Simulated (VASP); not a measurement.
Crystal: TaN.

```
CELL_PARAMETERS angstrom
0.00000 2.20863 2.20863
2.20863 0.00000 2.20863
2.20863 2.20863 0.00000
ATOMIC_POSITIONS crystal
Ta 0.50000 0.50000 0.50000
N 0.00000 0.00000 0.00000
```

| Property | Result |
| --- | --- |
| Program | VASP 6.6.1 |
| Task | relaxation of cell and atoms |
| Functional | PBE |
| Dispersion | D3(BJ) |
| Potentials or basis | VASP PAW PBE potentials, release 64 (Ta_pv, N) |
| Cutoff | 600 eV |
| k mesh | 16 × 16 × 16 |
| Occupations | gaussian, width 0.1 eV |
| Spin | no spin polarisation |

At the start: pressure -6.6 GPa; volume 10.77 Å³/atom.

**Question.** How do energy, volume and symmetry change on relaxing?

**Answer.** Over 3 steps the energy falls by 4.4 meV/atom and the volume is 10.57 Å³/atom (-1.9 %); space group Fm-3m (No. 225, to 0.05 Å).

The path:
```tsv
step	energy change (eV)	largest force (eV/Å)	pressure (GPa)	volume (Å³)
1	0.0000	0.0000	-6.57	21.55
2	0.0394	0.0000	17.35	20.20
3	-0.0088	0.0000	-0.07	21.13
```

Final structure:
```cif
data_structure
_symmetry_space_group_name_H-M 'P 1'
_symmetry_Int_Tables_number 1
_cell_length_a 3.1033
_cell_length_b 3.1033
_cell_length_c 3.1033
_cell_angle_alpha 60.000
_cell_angle_beta 60.000
_cell_angle_gamma 60.000
_cell_volume 21.13
loop_
_atom_site_label
_atom_site_type_symbol
_atom_site_fract_x
_atom_site_fract_y
_atom_site_fract_z
_atom_site_occupancy
Ta1 Ta 0.50000 0.50000 0.50000 1
N1 N 0.00000 0.00000 0.00000 1
```

Caveat: pairwise dispersion overbinds metals, which lowers pressure and volume.
